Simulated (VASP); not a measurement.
# Cu2BO4 (Fd-3m) in VASP: single point with PBE+U

Aim: the single point of Cu2BO4 with PBE+U.

All numbers are computed with VASP 6.6.1; they aren't measurements. Logs are shortened: lines on timing, memory, paths and dates and some standing lists are left out, and cuts for length are marked.

### Step 1. The cell of the first run

The structure is cubic, space group Fd-3m (No. 227). Conventional cell: a = 7.842 Å, b = 7.842 Å, c = 7.842 Å, α = 90.00°, β = 90.00°, γ = 90.00°. Cu (site symmetry -3m) has 6 O at 2.08 Å and 6 Cu at 2.77 Å within 2.8 Å. B (site symmetry -43m) has 4 O at 1.51 Å within 2.0 Å. O (site symmetry 3m) has 1 B at 1.51 Å and 3 Cu at 2.08 Å within 2.1 Å.

### Step 2. Single point, PBE+U, collinear spin

Contents of INCAR:

```
PREC     = Accurate       # precision mode
ENCUT    = 520            # plane-wave cutoff, eV
EDIFF    = 1E-6           # SCF threshold, eV
ISMEAR   = -1             # smearing method
SIGMA    = 0.1            # smearing width, eV
LREAL    = F              # projectors in reciprocal space
LASPH    = T              # aspherical terms in the spheres
NELM     = 150            # most SCF steps
ALGO     = Normal         # electronic algorithm
ISIF     = 2              # what is computed and relaxed
LWAVE    = F              # write WAVECAR
LCHARG   = F              # write CHGCAR
ISPIN    = 2              # spin polarisation
MAGMOM   = 1 1 1 1 0 0 0 0 0 0 0 0 0 0 # initial moments
LORBIT   = 11             # projections on sites
LMAXMIX  = 4              # l up to which the mixer works
LDAU     = T              # DFT+U
LDAUTYPE = 2            
LDAUL    = 2 -1 -1        # shell
LDAUU    = 3.92 0 0       # U, eV
LDAUJ    = 0 0 0        
LDAUPRINT= 1            
GGA      = PE             # functional
NBANDS   = 66             # bands
```

Contents of KPOINTS:

```
regular mesh
0
Gamma
  5 5 5
```

Contents of POSCAR:

```
Cu2BO4
1.0
    0.0000000000      3.9209425921      3.9209425921
    3.9209425921      0.0000000000      3.9209425921
    3.9209425921      3.9209425921      0.0000000000
Cu B O
4 2 8
Direct
    0.6250000000      0.6250000000      0.6250000000
    0.1250000000      0.6250000000      0.6250000000
    0.6250000000      0.6250000000      0.1250000000
    0.6250000000      0.1250000000      0.6250000000
    0.0000000000      0.0000000000      0.0000000000
    0.2500000000      0.2500000000      0.2500000000
    0.3610052842      0.3610052842      0.3610052842
    0.3330158526      0.8889947158      0.8889947158
    0.3610052842      0.3610052842      0.9169841474
    0.8889947158      0.3330158526      0.8889947158
    0.9169841474      0.3610052842      0.3610052842
    0.8889947158      0.8889947158      0.8889947158
    0.3610052842      0.9169841474      0.3610052842
    0.8889947158      0.8889947158      0.3330158526
```

Potentials or basis: VASP PAW PBE potentials, release 64 (Cu, B, O).

Run with:

```bash
$ cat potpaw_PBE.64/Cu/POTCAR potpaw_PBE.64/B/POTCAR potpaw_PBE.64/O/POTCAR > POTCAR
$ mpirun -np 1 vasp_std > vasp.out
```

OUTCAR:

```text
PREC = Accurate
   ENCUT = 520
   EDIFF = 1E-6
   ISMEAR = -1
   LREAL = F
   LASPH = T
   NELM = 150
   ISIF = 2
   ISPIN = 2
   LORBIT = 11
   GGA = PE

 ion  position               nearest neighbor table
   1  0.625  0.625  0.625-   8 2.08   9 2.08  10 2.08  11 2.08  13 2.08  14 2.08   2 2.77   3 2.77
                             4 2.77   3 2.77   4 2.77   2 2.77
   2  0.125  0.625  0.625-   9 2.08  10 2.08  13 2.08  14 2.08   7 2.08  12 2.08   1 2.77   3 2.77
                             4 2.77   1 2.77   3 2.77   4 2.77
   3  0.625  0.625  0.125-   8 2.08  10 2.08  11 2.08  13 2.08  12 2.08   7 2.08   1 2.77   1 2.77
                             2 2.77   4 2.77   4 2.77   2 2.77
   4  0.625  0.125  0.625-   8 2.08   9 2.08  11 2.08  14 2.08  12 2.08   7 2.08   1 2.77   3 2.77
                             1 2.77   2 2.77   3 2.77   2 2.77
   5  0.000  0.000  0.000-  12 1.51  10 1.51   8 1.51  14 1.51
   6  0.250  0.250  0.250-   7 1.51   9 1.51  11 1.51  13 1.51
   7  0.361  0.361  0.361-   6 1.51   3 2.08   4 2.08   2 2.08
   8  0.333  0.889  0.889-   5 1.51   4 2.08   3 2.08   1 2.08
   9  0.361  0.361  0.917-   6 1.51   4 2.08   2 2.08   1 2.08
  10  0.889  0.333  0.889-   5 1.51   3 2.08   2 2.08   1 2.08
  11  0.917  0.361  0.361-   6 1.51   4 2.08   3 2.08   1 2.08
  12  0.889  0.889  0.889-   5 1.51   3 2.08   4 2.08   2 2.08
  13  0.361  0.917  0.361-   6 1.51   3 2.08   2 2.08   1 2.08
  14  0.889  0.889  0.333-   5 1.51   4 2.08   2 2.08   1 2.08

  LATTYP: Found a face centered cubic cell.
 ALAT       =     7.8418851842

  Lattice vectors:

 A1 = (   0.0000000000,   3.9209425921,   3.9209425921)
 A2 = (   3.9209425921,   0.0000000000,   3.9209425921)
 A3 = (   3.9209425921,   3.9209425921,   0.0000000000)

Analysis of symmetry for initial positions (statically):
=====================================================================
 Subroutine PRICEL returns:
 Original cell was already a primitive cell.

 Routine SETGRP: Setting up the symmetry group for a
 face centered cubic supercell.

 Subroutine GETGRP returns: Found 48 space group operations
 (whereof 24 operations were pure point group operations)
 out of a pool of 48 trial point group operations.

The static configuration has the point symmetry T_d .
 The point group associated with its full space group is O_h .

Analysis of symmetry for dynamics (positions and initial velocities):
=====================================================================
 Subroutine PRICEL returns:
 Original cell was already a primitive cell.

 Routine SETGRP: Setting up the symmetry group for a
 face centered cubic supercell.

 Subroutine GETGRP returns: Found 48 space group operations
 (whereof 24 operations were pure point group operations)
 out of a pool of 48 trial point group operations.

The dynamic configuration has the point symmetry T_d .
 The point group associated with its full space group is O_h .

Analysis of structural, dynamic, and magnetic symmetry:
=====================================================================
 Subroutine PRICEL returns:
 Original cell was already a primitive cell.

 Routine SETGRP: Setting up the symmetry group for a
 face centered cubic supercell.

 Subroutine GETGRP returns: Found 48 space group operations
 (whereof 24 operations were pure point group operations)
 out of a pool of 48 trial point group operations.

The overall configuration has the point symmetry T_d .
 The point group associated with its full space group is O_h .

 Subroutine INISYM returns: Found 48 space group operations
 (whereof 24 operations are pure point group operations),
 and found     1 'primitive' translations

[... 143 lines left out ...]
   NGX = 21   NGY = 21   NGZ = 21

atom =   1  type =  1  l = 2

 onsite density matrix

spin component  1
[... 116 lines left out ...]
  o =  0.6705  v =  0.0000  0.0000  0.0000  0.0000  0.0000  0.1404 -0.0702 -0.9851  0.0702 -0.0000      0.0000  0.0000  0.0000  0.0000  0.0000  0.0000  0.0000  0.0000  0.0000  0.0000
  o =  0.6705  v =  0.0000  0.0000  0.0000  0.0000  0.0000  0.0000 -0.1216 -0.0000 -0.1216  0.9851      0.0000  0.0000  0.0000  0.0000  0.0000  0.0000  0.0000  0.0000  0.0000  0.0000
  o =  0.9617  v =  0.0000  0.0000  0.0000  0.0000  0.0000 -0.5774 -0.5774 -0.0000  0.5774 -0.0000      0.0000  0.0000  0.0000  0.0000  0.0000  0.0000  0.0000  0.0000  0.0000  0.0000
  o =  0.9652  v = -0.5774 -0.5774 -0.0000  0.5774  0.0000  0.0000  0.0000  0.0000  0.0000  0.0000      0.0000  0.0000  0.0000  0.0000  0.0000  0.0000  0.0000  0.0000  0.0000  0.0000
  o =  0.9682  v =  0.0000  0.0000  0.0000  0.0000  0.0000 -0.1034 -0.6391 -0.0221 -0.7425 -0.1705      0.0000  0.0000  0.0000  0.0000  0.0000  0.0000  0.0000  0.0000  0.0000  0.0000
  o =  0.9682  v =  0.0000  0.0000  0.0000  0.0000  0.0000  0.7977 -0.4884  0.1705  0.3093 -0.0221      0.0000  0.0000  0.0000  0.0000  0.0000  0.0000  0.0000  0.0000  0.0000  0.0000
  o =  0.9736  v = -0.8095  0.4047 -0.1308 -0.4047 -0.0000  0.0000  0.0000  0.0000  0.0000  0.0000      0.0000  0.0000  0.0000  0.0000  0.0000  0.0000  0.0000  0.0000  0.0000  0.0000
  o =  0.9736  v =  0.0000 -0.7010  0.0000 -0.7010 -0.1308  0.0000  0.0000  0.0000  0.0000  0.0000      0.0000  0.0000  0.0000  0.0000  0.0000  0.0000  0.0000  0.0000  0.0000  0.0000
  o =  1.0073  v =  0.1068 -0.0534 -0.9914  0.0534 -0.0000  0.0000  0.0000  0.0000  0.0000  0.0000      0.0000  0.0000  0.0000  0.0000  0.0000  0.0000  0.0000  0.0000  0.0000  0.0000
  o =  1.0073  v =  0.0000 -0.0925 -0.0000 -0.0925  0.9914  0.0000  0.0000  0.0000  0.0000  0.0000      0.0000  0.0000  0.0000  0.0000  0.0000  0.0000  0.0000  0.0000  0.0000  0.0000

 number of electron      98.0000008 magnetization       5.9679710

 Free energy of the ion-electron system (eV)
  ---------------------------------------------------
  ext. energy  EPLUGINS =         0.00000000
  ---------------------------------------------------
  free energy    TOTEN  =       -76.15379804 eV

  energy without entropy =      -75.99388703  energy(sigma->0) =      -76.07384254

 E-fermi :   4.7687     XC(G=0): -12.0359

 val. band max:        4.7668779287   @ k =   0.4000   0.2000   0.0000
 cond. band min:       4.8118766848   @ k =  -0.4000   0.4000   0.2000
 fundamental gap:      0.0449987561
 Fermi energy:         4.7686861408

 spin component 1

 k-point     1 :       0.0000    0.0000    0.0000
  band No.  band energies     occupation
      1     -15.7406      1.00000
      2     -14.4112      1.00000
      3     -13.5377      1.00000
      4     -13.5377      1.00000
      5     -13.5377      1.00000
      6     -13.3168      1.00000
[... 629 lines left out ...]
     60      15.7449      0.00000
     61      15.9543      0.00000
 Fermi energy:         4.7686861408

 spin component 2

 k-point     1 :       0.0000    0.0000    0.0000
  band No.  band energies     occupation
      1     -15.2141      1.00000
      2     -13.8354      1.00000
      3     -12.9030      1.00000
      4     -12.9030      1.00000
      5     -12.9030      1.00000
      6     -12.6317      1.00000
[... 629 lines left out ...]
     60      15.9682      0.00000
     61      16.1443      0.00000
 [bands above 61 left out]

------------------------ aborting loop because EDIFF is reached ----------------------------------------

  FORCE on cell =-STRESS in cart. coord.  units (eV):
  Direction    XX          YY          ZZ          XY          YZ          ZX
  --------------------------------------------------------------------------------------
  -------------------------------------------------------------------------------------
  Total       -2.3837804     -2.3837804     -2.3837804      0.0000000     -0.0000000      0.0000000
  in kB      -31.6792854    -31.6792854    -31.6792854      0.0000000     -0.0000000      0.0000000
  external PRESSURE =     -31.6792854 kB  Pullay stress =       0.0000000 kB

 VOLUME and BASIS-vectors are now :
 -----------------------------------------------------------------------------
  energy-cutoff  :      520.00
  volume of cell :      120.56
      direct lattice vectors                 reciprocal lattice vectors
     0.000000000  3.920942592  3.920942592    -0.127520357  0.127520357  0.127520357
     3.920942592  0.000000000  3.920942592     0.127520357 -0.127520357  0.127520357
     3.920942592  3.920942592  0.000000000     0.127520357  0.127520357 -0.127520357

 POSITION                                       TOTAL-FORCE (eV/Angst)
 -----------------------------------------------------------------------------------
      4.90118      4.90118      4.90118        -0.000000     -0.000000     -0.000000
      4.90118      2.94071      2.94071        -0.000000     -0.000000     -0.000000
      2.94071      2.94071      4.90118        -0.000000     -0.000000     -0.000000
      2.94071      4.90118      2.94071        -0.000000     -0.000000     -0.000000
      0.00000      0.00000      0.00000        -0.000000     -0.000000     -0.000000
      1.96047      1.96047      1.96047        -0.000000     -0.000000     -0.000000
      2.83096      2.83096      2.83096         0.273084      0.273084      0.273084
      6.97139      4.79143      4.79143        -0.273084      0.273084      0.273084
      5.01092      5.01092      2.83096        -0.273084     -0.273084      0.273084
      4.79143      6.97139      4.79143         0.273084     -0.273084      0.273084
      2.83096      5.01092      5.01092         0.273084     -0.273084     -0.273084
      6.97139      6.97139      6.97139        -0.273084     -0.273084     -0.273084
      5.01092      2.83096      5.01092        -0.273084      0.273084     -0.273084
      4.79143      4.79143      6.97139         0.273084      0.273084     -0.273084
 -----------------------------------------------------------------------------------
    total drift:                                0.000000      0.000000      0.000000

  FREE ENERGIE OF THE ION-ELECTRON SYSTEM (eV)
  ---------------------------------------------------
  free  energy   TOTEN  =       -76.1537980414 eV

  energy  without entropy=      -75.9938870348  energy(sigma->0) =      -76.07384254

 total charge

# of ion       s       p       d       tot
------------------------------------------
    1        0.320   0.368   9.146   9.833
    2        0.320   0.368   9.146   9.833
    3        0.320   0.368   9.146   9.833
    4        0.320   0.368   9.146   9.833
    5        0.632   1.229   0.000   1.861
    6        0.632   1.229   0.000   1.861
    7        1.560   3.462   0.000   5.022
    8        1.560   3.462   0.000   5.022
    9        1.560   3.462   0.000   5.022
   10        1.560   3.462   0.000   5.022
   11        1.560   3.462   0.000   5.022
   12        1.560   3.462   0.000   5.022
   13        1.560   3.462   0.000   5.022
   14        1.560   3.462   0.000   5.022
--------------------------------------------------
tot         15.027  31.622  36.583  83.232

 magnetization (x)

# of ion       s       p       d       tot
------------------------------------------
    1       -0.010  -0.007   0.688   0.671
    2       -0.010  -0.007   0.688   0.671
    3       -0.010  -0.007   0.688   0.671
    4       -0.010  -0.007   0.688   0.671
    5       -0.005  -0.003   0.000  -0.008
    6       -0.005  -0.003   0.000  -0.008
    7        0.010   0.356   0.000   0.367
    8        0.010   0.356   0.000   0.367
    9        0.010   0.356   0.000   0.367
   10        0.010   0.356   0.000   0.367
   11        0.010   0.356   0.000   0.367
   12        0.010   0.356   0.000   0.367
   13        0.010   0.356   0.000   0.367
   14        0.010   0.356   0.000   0.367
--------------------------------------------------
tot          0.033   2.813   2.753   5.599
```

Wall time 4.8 min (1 thread of Intel Xeon Platinum 8375C at 2.90GHz (Ice Lake), shared host); peak memory 0.36 GiB.

What came out:

```yaml
Free_energy: -76.1538 eV
Pressure: -3.2 GPa
Largest_force: 0.473 eV/Å
Band_gap_on_the_k_mesh: zero (filled and empty bands overlap)
Net_moment: 5.97 μB per cell
Site_moments: Cu +0.67; B -0.01; O +0.37 μB
Valence_electrons_inside_the_program's_atomic_spheres: Cu 9.83; B 1.86; O 5.02
```

Forces on the atoms (eV/Å):
```
Cu   0.000  0.000  0.000
Cu   0.000  0.000  0.000
Cu   0.000  0.000  0.000
Cu   0.000  0.000  0.000
B    0.000  0.000  0.000
B    0.000  0.000  0.000
O    0.273  0.273  0.273
O   -0.273  0.273  0.273
O   -0.273 -0.273  0.273
O    0.273 -0.273  0.273
O    0.273 -0.273 -0.273
O   -0.273 -0.273 -0.273
O   -0.273  0.273 -0.273
O    0.273  0.273 -0.273
```

Levels at points of the mesh, in eV from the Fermi level:
Spin up:
| k point | band 50 | band 51 | band 52 | band 53 | band 54 | band 55 |
| --- | --- | --- | --- | --- | --- | --- |
| (0.00, 0.00, 0.00) | -0.22 | -0.22 | -0.22 | 3.96 | 5.27 | 6.99 |
Spin down:
```tsv
k point	band 44	band 45	band 46	band 47	band 48	band 49
(0.00, 0.00, 0.00)	-0.73	0.50	0.50	0.51	0.51	0.51
```

Eigenvalues of the final occupation matrices:
| site | spin | trace | eigenvalues |
| --- | --- | --- | --- |
| site 1 d | 1 | 4.93 | 0.97 0.97 0.97 1.01 1.01 |
| site 1 d | 2 | 4.24 | 0.67 0.67 0.96 0.97 0.97 |
| site 2 d | 1 | 4.93 | 0.97 0.97 0.97 1.01 1.01 |
| site 2 d | 2 | 4.24 | 0.67 0.67 0.96 0.97 0.97 |
| site 3 d | 1 | 4.93 | 0.97 0.97 0.97 1.01 1.01 |
| site 3 d | 2 | 4.24 | 0.67 0.67 0.96 0.97 0.97 |
| site 4 d | 1 | 4.93 | 0.97 0.97 0.97 1.01 1.01 |
| site 4 d | 2 | 4.24 | 0.67 0.67 0.96 0.97 0.97 |

Caveat: the cell stands under tension.
